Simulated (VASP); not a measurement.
# MnO2 (P4_2/mnm) in VASP: single point with PBEsol

Aim: the single point of MnO2 with PBEsol.

Program: VASP 6.6.1. These are calculated values, not measurements. Logs are shortened: lines on timing, memory, paths and dates and some standing lists are left out, and cuts for length are marked.

## 1. The cell of the first run

The structure is tetragonal, space group P4_2/mnm (No. 136). The conventional cell has a = 4.398 Å, b = 4.398 Å, c = 2.873 Å, α = 90.00°, β = 90.00°, γ = 90.00°. Mn (site symmetry mmm) has 6 O at 1.88 to 1.90 Å within 2.5 Å. Within 2.5 Å of O (site symmetry m2m) lie 3 Mn at 1.88 to 1.90 Å and 1 O at 2.42 Å.

## 2. Single point, PBEsol, collinear spin, ferromagnetic start

Contents of INCAR:

```
ALGO     = Normal         # electronic algorithm
EDIFF    = 1E-7           # SCF threshold, eV
ENCUT    = 520            # plane-wave cutoff, eV
GGA      = PS             # functional
ISIF     = 2              # what is computed and relaxed
ISMEAR   = 0              # smearing method
ISPIN    = 2              # spin polarisation
LASPH    = T              # aspherical terms in the spheres
LCHARG   = F              # write CHGCAR
LMAXMIX  = 4              # l up to which the mixer works
LORBIT   = 11             # projections on sites
LREAL    = F              # projectors in reciprocal space
LWAVE    = F              # write WAVECAR
MAGMOM   = 4 4 0 0 0 0    # initial moments
NBANDS   = 38             # bands
NELM     = 150            # most SCF steps
PREC     = Accurate       # precision mode
SIGMA    = 0.1            # smearing width, eV
```

Contents of KPOINTS:

```
k-points
0
Gamma
  4 4 6
```

Contents of POSCAR:

```
MnO2
1.0
    4.3983000000      0.0000000000      0.0000000000
    0.0000000000      4.3983000000      0.0000000000
    0.0000000000      0.0000000000      2.8730000000
Mn O
2 4
Direct
    0.0000000000      0.0000000000      0.0000000000
    0.5000000000      0.5000000000      0.5000000000
    0.3051500000      0.3051500000      0.0000000000
    0.1948500000      0.8051500000      0.5000000000
    0.6948500000      0.6948500000      0.0000000000
    0.8051500000      0.1948500000      0.5000000000
```

Potentials or basis: VASP PAW PBE potentials, release 64 (Mn_pv, O).

The run is started by

```sh
> cat potpaw_PBE.64/Mn_pv/POTCAR potpaw_PBE.64/O/POTCAR > POTCAR
> mpirun -np 1 vasp_std > vasp.out
```

OUTCAR:

```text
EDIFF = 1E-7
   ENCUT = 520
   GGA = PS
   ISIF = 2
   ISMEAR = 0
   ISPIN = 2
   LASPH = T
   LORBIT = 11
   LREAL = F
   NELM = 150
   PREC = Accurate

 ion  position               nearest neighbor table
   1  0.000  0.000  0.000-   4 1.88   6 1.88   4 1.88   6 1.88   5 1.90   3 1.90
   2  0.500  0.500  0.500-   3 1.88   5 1.88   3 1.88   5 1.88   4 1.90   6 1.90
   3  0.305  0.305  0.000-   2 1.88   2 1.88   1 1.90
   4  0.195  0.805  0.500-   1 1.88   1 1.88   2 1.90
   5  0.695  0.695  0.000-   2 1.88   2 1.88   1 1.90
   6  0.805  0.195  0.500-   1 1.88   1 1.88   2 1.90

  LATTYP: Found a simple tetragonal cell.
 ALAT       =     4.3983000000
 C/A-ratio  =     0.6532069209

  Lattice vectors:

 A1 = (   4.3983000000,   0.0000000000,   0.0000000000)
 A2 = (   0.0000000000,   4.3983000000,   0.0000000000)
 A3 = (   0.0000000000,   0.0000000000,   2.8730000000)

Analysis of symmetry for initial positions (statically):
=====================================================================
 Subroutine PRICEL returns:
 Original cell was already a primitive cell.

 Routine SETGRP: Setting up the symmetry group for a
 simple tetragonal supercell.

 Subroutine GETGRP returns: Found 16 space group operations
 (whereof  8 operations were pure point group operations)
 out of a pool of 16 trial point group operations.

The static configuration has the point symmetry D_2h.
 The point group associated with its full space group is D_4h.

Analysis of symmetry for dynamics (positions and initial velocities):
=====================================================================
 Subroutine PRICEL returns:
 Original cell was already a primitive cell.

 Routine SETGRP: Setting up the symmetry group for a
 simple tetragonal supercell.

 Subroutine GETGRP returns: Found 16 space group operations
 (whereof  8 operations were pure point group operations)
 out of a pool of 16 trial point group operations.

The dynamic configuration has the point symmetry D_2h.
 The point group associated with its full space group is D_4h.

Analysis of structural, dynamic, and magnetic symmetry:
=====================================================================
 Subroutine PRICEL returns:
 Original cell was already a primitive cell.

 Routine SETGRP: Setting up the symmetry group for a
 simple tetragonal supercell.

 Subroutine GETGRP returns: Found 16 space group operations
 (whereof  8 operations were pure point group operations)
 out of a pool of 16 trial point group operations.

The overall configuration has the point symmetry D_2h.
 The point group associated with its full space group is D_4h.

 Subroutine INISYM returns: Found 16 space group operations
 (whereof  8 operations are pure point group operations),
 and found     1 'primitive' translations

----------------------------------------------------------------------------------------

                                     Primitive cell

  volume of cell :      55.5783

  direct lattice vectors                    reciprocal lattice vectors
     4.398300000  0.000000000  0.000000000     0.227360571  0.000000000  0.000000000
     0.000000000  4.398300000  0.000000000     0.000000000  0.227360571  0.000000000
     0.000000000  0.000000000  2.873000000     0.000000000  0.000000000  0.348068221

  length of vectors
     4.398300000  4.398300000  2.873000000     0.227360571  0.227360571  0.348068221

  position of ions in fractional coordinates (direct lattice)
     0.000000000  0.000000000  0.000000000
     0.500000000  0.500000000  0.500000000
     0.305150000  0.305150000  0.000000000
     0.194850000  0.805150000  0.500000000
     0.694850000  0.694850000  0.000000000
     0.805150000  0.194850000  0.500000000

  ion indices of the primitive-cell ions
   primitive index   ion index
                 1           1
                 2           2
                 3           3
                 4           4
                 5           5
[... 30 lines left out ...]
  0.000000  0.000000  0.000000      1.000000
  0.250000  0.000000  0.000000      4.000000
  0.500000  0.000000  0.000000      2.000000
  0.250000  0.250000  0.000000      4.000000
  0.500000  0.250000  0.000000      4.000000
  0.500000  0.500000  0.000000      1.000000
[... 16 lines left out ...]
  0.500000  0.250000  0.500000      4.000000
  0.500000  0.500000  0.500000      1.000000
   k-points           NKPTS =     24   k-points in BZ     NKDIM =     24   number of bands    NBANDS=     38
   number of dos      NEDOS =    301   number of ions     NIONS =      6
   total plane-waves  NPLWV =  31104
   dimension x,y,z NGX =    36 NGY =   36 NGZ =   24
   dimension x,y,z NGXF=    72 NGYF=   72 NGZF=   48
   ions per type =               2   4
   NGX,Y,Z   is equivalent  to a cutoff of  13.61, 13.61, 13.89 a.u.
   NGXF,Y,Z  is equivalent  to a cutoff of  27.21, 27.21, 27.78 a.u.
 SYSTEM =  unknown system
   PREC   = accura    normal or accurate (medium, high low for compatibility)
   ISTART =      0    job   : 0-new  1-cont  2-samecut
   ICHARG =      2    charge: 1-file 2-atom 10-const
   ISPIN  =      2    spin polarized calculation?
   LNONCOLLINEAR =      F non collinear calculations
   LSORBIT =      F    spin-orbit coupling
   LASPH  =      T    aspherical Exc in radial PAW
   ENCUT  =  520.0 eV  38.22 Ry    6.18 a.u.   8.18  8.18  5.34*2*pi/ulx,y,z
   NELM   =    150;   NELMIN=  2; NELMDL= -5     # of ELM steps
   EDIFF  = 0.1E-06   stopping-criterion for ELM
   LREAL  =      F    real-space projection
   EDIFFG = 0.1E-05   stopping-criterion for IOM
   NSW    =      0    number of steps for IOM
   IBRION =     -1    ionic relax: 0-MD 1-quasi-New 2-CG
   NFREE  =      0    steps in history (QN), initial steepest desc. (CG)
   ISIF   =      2    stress and relaxation
   ISYM   =      2    0-nonsym 1-usesym 2-fastsym
   POTIM  = 0.5000    time-step for ionic-motion
   TEBEG  =    0.0;   TEEND  =   0.0 temperature during run
   PSTRESS=    0.0 pullay stress
   NELECT =      50.0000    total number of electrons
   NUPDOWN=      -1.0000    fix difference up-down
   EMIN   =  10.00;   EMAX   =-10.00  energy-range for DOS
   EFERMI =   0.00;   METHOD = LEGACY
   ISMEAR =     0;   SIGMA  =   0.10  broadening in eV -4-tet -1-fermi 0-gaus
   EFERMI_NEDOS =   21; number of points for ismear=-14 and -15
   IALGO  =     38    algorithm
   IMIX   =      4    mixing-type and parameters
     AMIX     =   0.40;   BMIX     =  1.00
     AMIX_MAG =   1.60;   BMIX_MAG =  1.00
  volume/ion in A,a.u.               =       9.26        62.51
  Fermi-wavevector in a.u.,A,eV,Ry     =   1.580386  2.986496 33.982164  2.497619
  Thomas-Fermi vector in A             =   2.680621
   LORBIT       =     11    0 simple, 1 ext, 2 COOP (PROOUT), +10 PAW based schemes
   GGA     = PS    functional components
   LHFCALC =     F    Hartree Fock is set to
   AEXX    =    0.0000 exact exchange contribution
   IVDW    =     0    specifies the selected vdW correction
   LEPSILON=     F    determine dielectric tensor
   LRPA    =     F    only Hartree local field effects (RPA)
 spin polarized calculation
 Gauss-broadening in eV      SIGMA  =   0.10
  energy-cutoff  :      520.00
  volume of cell :       55.58
 maximum number of plane-waves:      1514
 NGX is ok and might be reduce to    36
   NGX = 17   NGY = 17   NGZ = 11

 number of electron      49.9999964 magnetization       5.9576213

 Free energy of the ion-electron system (eV)
  ---------------------------------------------------
  ext. energy  EPLUGINS =         0.00000000
  ---------------------------------------------------
  free energy    TOTEN  =       -50.33370406 eV

  energy without entropy =      -50.32781343  energy(sigma->0) =      -50.33075875

 E-fermi :   5.3662     XC(G=0): -12.3124

 val. band max:        5.3574753886   @ k =   0.0000   0.0000   0.0000
 cond. band min:       5.3942609255   @ k =   0.5000   0.5000   0.0000
 fundamental gap:      0.0367855369
 Fermi energy:         5.3662195198

 spin component 1

 k-point     1 :       0.0000    0.0000    0.0000
  band No.  band energies     occupation
      1     -45.2938      1.00000
      2     -45.2858      1.00000
      3     -45.2118      1.00000
      4     -45.2118      1.00000
      5     -45.1308      1.00000
      6     -45.1308      1.00000
[... 949 lines left out ...]
     36      18.1942      0.00000
     37      20.0326      0.00000
 Fermi energy:         5.3662195198

 spin component 2

 k-point     1 :       0.0000    0.0000    0.0000
  band No.  band energies     occupation
      1     -42.3651      1.00000
      2     -42.3553      1.00000
      3     -42.2826      1.00000
      4     -42.2825      1.00000
      5     -42.1880      1.00000
      6     -42.1880      1.00000
[... 949 lines left out ...]
     36      18.9154      0.00000
     37      20.3835      0.00000
 [bands above 37 left out]

------------------------ aborting loop because EDIFF is reached ----------------------------------------

  FORCE on cell =-STRESS in cart. coord.  units (eV):
  Direction    XX          YY          ZZ          XY          YZ          ZX
  --------------------------------------------------------------------------------------
  -------------------------------------------------------------------------------------
  Total       -0.4954498     -0.4954498     -1.5763944      0.0000000      0.0000000      0.0000000
  in kB      -14.2825215    -14.2825215    -45.4433309      0.0000000      0.0000000      0.0000000
  external PRESSURE =     -24.6694580 kB  Pullay stress =       0.0000000 kB

 VOLUME and BASIS-vectors are now :
 -----------------------------------------------------------------------------
  energy-cutoff  :      520.00
  volume of cell :       55.58
      direct lattice vectors                 reciprocal lattice vectors
     4.398300000  0.000000000  0.000000000     0.227360571  0.000000000  0.000000000
     0.000000000  4.398300000  0.000000000     0.000000000  0.227360571  0.000000000
     0.000000000  0.000000000  2.873000000     0.000000000  0.000000000  0.348068221

 POSITION                                       TOTAL-FORCE (eV/Angst)
 -----------------------------------------------------------------------------------
      0.00000      0.00000      0.00000         0.000000     -0.000000      0.000000
      2.19915      2.19915      1.43650         0.000000     -0.000000      0.000000
      1.34214      1.34214      0.00000         0.016358      0.016358      0.000000
      0.85701      3.54129      1.43650        -0.016358      0.016358      0.000000
      3.05616      3.05616      0.00000        -0.016358     -0.016358      0.000000
      3.54129      0.85701      1.43650         0.016358     -0.016358      0.000000
 -----------------------------------------------------------------------------------
    total drift:                                0.000000      0.000000      0.000000

  FREE ENERGIE OF THE ION-ELECTRON SYSTEM (eV)
  ---------------------------------------------------
  free  energy   TOTEN  =       -50.3337040585 eV

  energy  without entropy=      -50.3278134326  energy(sigma->0) =      -50.33075875

 total charge

# of ion       s       p       d       tot
------------------------------------------
    1        0.358   6.476   4.911  11.746
    2        0.358   6.476   4.911  11.746
    3        1.563   3.444   0.000   5.007
    4        1.563   3.444   0.000   5.007
    5        1.563   3.444   0.000   5.007
    6        1.563   3.444   0.000   5.007
--------------------------------------------------
tot          6.971  26.728   9.822  43.522

 magnetization (x)

# of ion       s       p       d       tot
------------------------------------------
    1        0.017   0.029   2.636   2.682
    2        0.017   0.029   2.636   2.682
    3        0.001   0.091   0.000   0.091
    4        0.001   0.091   0.000   0.091
    5        0.001   0.091   0.000   0.091
    6        0.001   0.091   0.000   0.091
--------------------------------------------------
tot          0.036   0.421   5.272   5.728
```

Run time: 2.1 min. Hardware: 1 thread of AMD EPYC 7R13 (Zen 3), shared host; peak memory 0.21 GiB.

Results:

* Free energy: -50.3337 eV
* Pressure: -2.5 GPa
* Largest force: 0.023 eV/Å
* Net moment: 5.96 μB per cell
* Site moments: Mn +2.68; O +0.09 μB
* Valence electrons inside the program's atomic spheres: Mn 11.75; O 5.01

Forces in eV/Å, atoms in the order of the input:
```
Mn   0.000  0.000  0.000
Mn   0.000  0.000  0.000
O    0.016  0.016  0.000
O   -0.016  0.016  0.000
O   -0.016 -0.016  0.000
O    0.016 -0.016  0.000
```

Levels at points of the mesh, in eV from the Fermi level:
Spin up:
| k point | band 24 | band 25 | band 26 | band 27 | band 28 | band 29 | band 30 | band 31 | band 32 | band 33 |
| --- | --- | --- | --- | --- | --- | --- | --- | --- | --- | --- |
| (0.00, 0.00, 0.00) | -1.80 | -1.31 | -1.31 | -0.73 | -0.25 | -0.12 | 2.66 | 2.66 | 3.40 | 7.41 |
| (0.50, 0.00, 0.00) | -1.71 | -1.44 | -1.44 | -0.70 | -0.70 | 2.15 | 2.15 | 2.41 | 2.41 | 9.78 |
| (0.50, 0.50, 0.00) | -2.55 | -2.23 | -2.23 | -0.03 | -0.03 | 1.41 | 1.41 | 2.63 | 2.63 | 11.04 |
| (0.00, 0.00, 0.50) | -2.19 | -1.10 | -1.10 | -0.17 | -0.17 | 1.21 | 1.21 | 1.63 | 1.63 | 12.19 |
| (0.50, 0.00, 0.50) | -2.19 | -2.05 | -2.05 | -0.05 | -0.05 | 0.14 | 0.14 | 3.18 | 3.18 | 12.04 |
| (0.50, 0.50, 0.50) | -2.19 | -1.07 | -1.07 | -0.77 | -0.77 | 1.66 | 1.66 | 1.86 | 1.86 | 11.34 |
Spin down:
```csv
k point,band 19,band 20,band 21,band 22,band 23,band 24,band 25,band 26
"(0.00, 0.00, 0.00)",-1.72,-1.01,-1.01,-0.44,-0.01,0.30,0.44,0.44
"(0.50, 0.00, 0.00)",-2.95,-2.95,-1.29,-1.29,0.68,0.68,1.04,1.04
"(0.50, 0.50, 0.00)",-2.60,-2.60,-2.00,-2.00,0.03,0.03,0.45,0.45
"(0.00, 0.00, 0.50)",-3.22,-3.22,-2.48,-2.48,0.96,0.96,1.33,1.33
"(0.50, 0.00, 0.50)",-3.06,-3.06,-1.64,-1.64,0.17,0.17,0.99,0.99
"(0.50, 0.50, 0.50)",-1.95,-1.95,-1.54,-1.54,1.00,1.00,1.01,1.01
```

Caveat: the k points lie up to 0.36 Å⁻¹ apart; the PAW data sets were made with another functional, which shifts forces and pressure a little; semilocal functionals often make such compounds metallic where correlation or magnetic order opens a gap, which also shifts bond lengths; only a ferromagnetic start was run, and an antiferromagnetic order may lie lower in energy. With open d or f shells a metallic result of PBEsol can be an artefact of self-interaction; +U or a hybrid may open a gap.
